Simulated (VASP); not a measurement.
# Rb (Pm-3m) in VASP: a series of runs

Runs on Rb. Level: PBE. Tasks: single point.

Everything below comes from runs of VASP 6.6.1. Logs are shortened: lines on timing, memory, paths and dates and some standing lists are left out, and cuts for length are marked.

## (1) The cell of the first run

It takes space group Pm-3m (No. 221, cubic). Conventional cell: a = 3.403 Å, b = 3.403 Å, c = 3.403 Å, α = 90.00°, β = 90.00°, γ = 90.00°. Rb (site symmetry m-3m) has 6 Rb at 3.40 Å within 4.5 Å.

## (2) Single point, PBE (volume scaled by 0.4)

The input, INCAR:

```
SYSTEM = Rb
PREC     = Accurate       ! precision mode
ENCUT    = 520            ! plane-wave cutoff, eV
EDIFF    = 1E-6           ! SCF threshold, eV
ISMEAR   = -1             ! smearing method
SIGMA    = 0.08           ! smearing width, eV
LREAL    = .False.        ! projectors in reciprocal space
LASPH    = .True.         ! aspherical terms in the spheres
NELM     = 60             ! most SCF steps
ALGO     = Normal         ! electronic algorithm
ISIF     = 2              ! what is computed and relaxed
LWAVE    = .False.        ! write WAVECAR
LCHARG   = .False.        ! write CHGCAR
GGA      = PE             ! functional
NBANDS   = 10             ! bands
```

The input, KPOINTS:

```
Automatic mesh
0
Gamma
  9 9 9
  0 0 0
```

The input, POSCAR:

```
Rb
1.0
    3.4030804838      0.0000000000      0.0000000000
    0.0000000000      3.4030804838      0.0000000000
    0.0000000000      0.0000000000      3.4030804838
Rb
1
Direct
    0.0000000000      0.0000000000      0.0000000000
```

Potentials or basis: VASP PAW PBE potentials, release 64 (Rb_sv).

Started as:

```
> cat potpaw_PBE.64/Rb_sv/POTCAR > POTCAR
> mpirun -np 1 vasp_std > vasp.out
```

OUTCAR:

```text
SYSTEM = Rb
   PREC = Accurate
   ENCUT = 520
   EDIFF = 1E-6
   ISMEAR = -1
   LREAL = .False.
   LASPH = .True.
   NELM = 60
   ISIF = 2
   GGA = PE

 ion  position               nearest neighbor table
   1  0.000  0.000  0.000-

  LATTYP: Found a simple cubic cell.
 ALAT       =     3.4030804838

  Lattice vectors:

 A1 = (   3.4030804838,   0.0000000000,   0.0000000000)
 A2 = (   0.0000000000,   3.4030804838,   0.0000000000)
 A3 = (   0.0000000000,   0.0000000000,   3.4030804838)

Analysis of symmetry for initial positions (statically):
=====================================================================
 Subroutine PRICEL returns:
 Original cell was already a primitive cell.

 Routine SETGRP: Setting up the symmetry group for a
 simple cubic supercell.

 Subroutine GETGRP returns: Found 48 space group operations
 (whereof 48 operations were pure point group operations)
 out of a pool of 48 trial point group operations.

The static configuration has the point symmetry O_h .

Analysis of symmetry for dynamics (positions and initial velocities):
=====================================================================
 Subroutine PRICEL returns:
 Original cell was already a primitive cell.

 Routine SETGRP: Setting up the symmetry group for a
 simple cubic supercell.

 Subroutine GETGRP returns: Found 48 space group operations
 (whereof 48 operations were pure point group operations)
 out of a pool of 48 trial point group operations.

The dynamic configuration has the point symmetry O_h .

 Subroutine INISYM returns: Found 48 space group operations
 (whereof 48 operations are pure point group operations),
 and found     1 'primitive' translations

----------------------------------------------------------------------------------------

                                     Primitive cell

  volume of cell :      39.4109

  direct lattice vectors                    reciprocal lattice vectors
     3.403080484  0.000000000  0.000000000     0.293851410  0.000000000  0.000000000
     0.000000000  3.403080484  0.000000000     0.000000000  0.293851410  0.000000000
     0.000000000  0.000000000  3.403080484     0.000000000  0.000000000  0.293851410

  length of vectors
     3.403080484  3.403080484  3.403080484     0.293851410  0.293851410  0.293851410

  position of ions in fractional coordinates (direct lattice)
     0.000000000  0.000000000  0.000000000

  ion indices of the primitive-cell ions
   primitive index   ion index
                 1           1

----------------------------------------------------------------------------------------

 KPOINTS: Automatic mesh

Automatic generation of k-mesh.
 Grid dimensions read from file:
 generate k-points for:    9    9    9

 Generating k-lattice:

  Cartesian coordinates                     Fractional coordinates (reciprocal lattice)
     0.032650157  0.000000000  0.000000000     0.111111111  0.000000000  0.000000000
     0.000000000  0.032650157  0.000000000     0.000000000  0.111111111  0.000000000
     0.000000000  0.000000000  0.032650157     0.000000000  0.000000000  0.111111111

  Length of vectors
     0.032650157  0.032650157  0.032650157

  Shift w.r.t. Gamma in fractional coordinates (k-lattice)
     0.000000000  0.000000000  0.000000000

 Subroutine IBZKPT returns following result:
 ===========================================

 Found     35 irreducible k-points:

 Following reciprocal coordinates:
            Coordinates               Weight
  0.000000  0.000000  0.000000      1.000000
  0.111111  0.000000  0.000000      6.000000
  0.222222  0.000000  0.000000      6.000000
  0.333333  0.000000  0.000000      6.000000
  0.444444  0.000000  0.000000      6.000000
  0.111111  0.111111  0.000000     12.000000
[... 16 lines left out ...]
  0.333333  0.333333  0.111111     24.000000
  0.444444  0.333333  0.111111     48.000000
 [... further k-points ...]
   k-points           NKPTS =     35   k-points in BZ     NKDIM =     35   number of bands    NBANDS=     10
   number of dos      NEDOS =    301   number of ions     NIONS =      1
   total plane-waves  NPLWV =  21952
   dimension x,y,z NGX =    28 NGY =   28 NGZ =   28
   dimension x,y,z NGXF=    56 NGYF=   56 NGZF=   56
   ions per type =               1
   NGX,Y,Z   is equivalent  to a cutoff of  13.68, 13.68, 13.68 a.u.
   NGXF,Y,Z  is equivalent  to a cutoff of  27.36, 27.36, 27.36 a.u.
 SYSTEM =  Rb
   PREC   = accura    normal or accurate (medium, high low for compatibility)
   ISTART =      0    job   : 0-new  1-cont  2-samecut
   ICHARG =      2    charge: 1-file 2-atom 10-const
   ISPIN  =      1    spin polarized calculation?
   LNONCOLLINEAR =      F non collinear calculations
   LSORBIT =      F    spin-orbit coupling
   LASPH  =      T    aspherical Exc in radial PAW
   ENCUT  =  520.0 eV  38.22 Ry    6.18 a.u.   6.33  6.33  6.33*2*pi/ulx,y,z
   NELM   =     60;   NELMIN=  2; NELMDL= -5     # of ELM steps
   EDIFF  = 0.1E-05   stopping-criterion for ELM
   LREAL  =      F    real-space projection
   EDIFFG = 0.1E-04   stopping-criterion for IOM
   NSW    =      0    number of steps for IOM
   IBRION =     -1    ionic relax: 0-MD 1-quasi-New 2-CG
   NFREE  =      0    steps in history (QN), initial steepest desc. (CG)
   ISIF   =      2    stress and relaxation
   ISYM   =      2    0-nonsym 1-usesym 2-fastsym
   POTIM  = 0.5000    time-step for ionic-motion
   TEBEG  =    0.0;   TEEND  =   0.0 temperature during run
   PSTRESS=    0.0 pullay stress
   NELECT =       9.0000    total number of electrons
   NUPDOWN=      -1.0000    fix difference up-down
   EMIN   =  10.00;   EMAX   =-10.00  energy-range for DOS
   EFERMI =   0.00;   METHOD = LEGACY
   ISMEAR =    -1;   SIGMA  =   0.08  broadening in eV -4-tet -1-fermi 0-gaus
   EFERMI_NEDOS =   21; number of points for ismear=-14 and -15
   IALGO  =     38    algorithm
   IMIX   =      4    mixing-type and parameters
     AMIX     =   0.40;   BMIX     =  1.00
     AMIX_MAG =   1.60;   BMIX_MAG =  1.00
  volume/ion in A,a.u.               =      39.41       265.96
  Fermi-wavevector in a.u.,A,eV,Ry     =   1.000653  1.890960 13.623598  1.001306
  Thomas-Fermi vector in A             =   2.133023
   LORBIT       =      0    0 simple, 1 ext, 2 COOP (PROOUT), +10 PAW based schemes
   GGA     = PE    functional components
[... 5 lines left out ...]
 non-spin polarized calculation
  energy-cutoff  :      520.00
  volume of cell :       39.41
 maximum number of plane-waves:      1079
 NGX is ok and might be reduce to    28
   NGX = 13   NGY = 13   NGZ = 13

 number of electron       9.0000000 magnetization

 Free energy of the ion-electron system (eV)
  ---------------------------------------------------
  ext. energy  EPLUGINS =         0.00000000
  ---------------------------------------------------
  free energy    TOTEN  =         0.02851724 eV

  energy without entropy =        0.05987192  energy(sigma->0) =        0.04419458

 E-fermi :   2.7356     XC(G=0):  -7.9816

 val. band max:        2.7044679446   @ k =   0.4444   0.4444   0.2222
 cond. band min:       2.7731145985   @ k =   0.3333   0.3333   0.1111
 fundamental gap:      0.0686466538
 Fermi energy:         2.7356491683

 k-point     1 :       0.0000    0.0000    0.0000
  band No.  band energies     occupation
      1     -26.5676      2.00000
      2      -9.9602      2.00000
      3      -9.9602      2.00000
      4      -9.9602      2.00000
      5      -0.0003      2.00000
      6       4.7025      0.00000
      7       4.7025      0.00000
      8      11.8815      0.00000
      9      11.8815      0.00000
     10      11.8815      0.00000

 k-point     2 :       0.1111    0.0000    0.0000
  band No.  band energies     occupation
      1     -26.5496      2.00000
      2     -10.1604      2.00000
      3      -9.9433      2.00000
      4      -9.9433      2.00000
      5       0.2712      2.00000
      6       4.8010      0.00000
      7       4.9455      0.00000
      8      10.9106      0.00000
      9      10.9106      0.00000
     10      11.9316      0.00000

 k-point     3 :       0.2222    0.0000    0.0000
  band No.  band energies     occupation
      1     -26.5035      2.00000
      2     -10.6283      2.00000
      3      -9.9000      2.00000
      4      -9.9000      2.00000
      5       0.9672      2.00000
      6       5.0735      0.00000
      7       5.3934      0.00000
      8       9.6463      0.00000
      9       9.6463      0.00000
     10      11.4742      0.00000

 k-point     4 :       0.3333    0.0000    0.0000
  band No.  band energies     occupation
      1     -26.4501      2.00000
      2     -11.1074      2.00000
      3      -9.8500      2.00000
      4      -9.8500      2.00000
      5       1.8940      1.99995
      6       5.2499      0.00000
      7       5.4362      0.00000
      8       8.7006      0.00000
      9       8.7006      0.00000
     10      11.8814      0.00000
[... 222 lines left out ...]
 k-point    22 :       0.4444    0.2222    0.1111
  band No.  band energies     occupation
      1     -26.3370      2.00000
      2     -11.2579      2.00000
      3     -10.4001      2.00000
      4      -9.9335      2.00000
      5       3.1849      0.00726
      6       4.6458      0.00000
      7       6.6030      0.00000
      8       7.0699      0.00000
      9       9.4737      0.00000
     10       9.8450      0.00000

 k-point    23 :       0.3333    0.3333    0.1111
  band No.  band energies     occupation
      1     -26.3205      2.00000
      2     -10.9239      2.00000
      3     -10.8643      2.00000
      4      -9.9175      2.00000
      5       2.7731      0.77003
      6       5.1049      0.00000
      7       6.8787      0.00000
      8       7.5897      0.00000
      9       9.1132      0.00000
     10       9.5200      0.00000

 k-point    24 :       0.4444    0.3333    0.1111
  band No.  band energies     occupation
      1     -26.2867      2.00000
      2     -11.1662      2.00000
      3     -10.8369      2.00000
      4      -9.8832      2.00000
      5       2.6937      1.25653
      6       5.2909      0.00000
      7       6.7164      0.00000
      8       7.4619      0.00000
      9       9.5352      0.00000
     10       9.9195      0.00000

 [... further k-points ...]
[... 5 lines left out ...]
  --------------------------------------------------------------------------------------
  -------------------------------------------------------------------------------------
  Total        2.0889566      2.0889566      2.0889566      0.0000000     -0.0000000     -0.0000000
  in kB       84.9226104     84.9226104     84.9226104      0.0000000     -0.0000000     -0.0000000
  external PRESSURE =      84.9226104 kB  Pullay stress =       0.0000000 kB

 VOLUME and BASIS-vectors are now :
 -----------------------------------------------------------------------------
  energy-cutoff  :      520.00
  volume of cell :       39.41
      direct lattice vectors                 reciprocal lattice vectors
     3.403080484  0.000000000  0.000000000     0.293851410  0.000000000  0.000000000
     0.000000000  3.403080484  0.000000000     0.000000000  0.293851410  0.000000000
     0.000000000  0.000000000  3.403080484     0.000000000  0.000000000  0.293851410

 POSITION                                       TOTAL-FORCE (eV/Angst)
 -----------------------------------------------------------------------------------
      0.00000      0.00000      0.00000         0.000000      0.000000      0.000000
 -----------------------------------------------------------------------------------
    total drift:                               -0.000000      0.000000     -0.000000

  FREE ENERGIE OF THE ION-ELECTRON SYSTEM (eV)
  ---------------------------------------------------
  free  energy   TOTEN  =         0.0285172424 eV

  energy  without entropy=        0.0598719226  energy(sigma->0) =        0.04419458
```

Wall time 8.3 s (1 thread of Intel Xeon Platinum 8259CL at 2.50GHz (Skylake/Cascade Lake), shared host); peak memory 0.15 GiB.

Results:

```
Free energy : 0.0285 eV
Pressure    : 8.5 GPa
```

(Continued in part 2 of 2.)
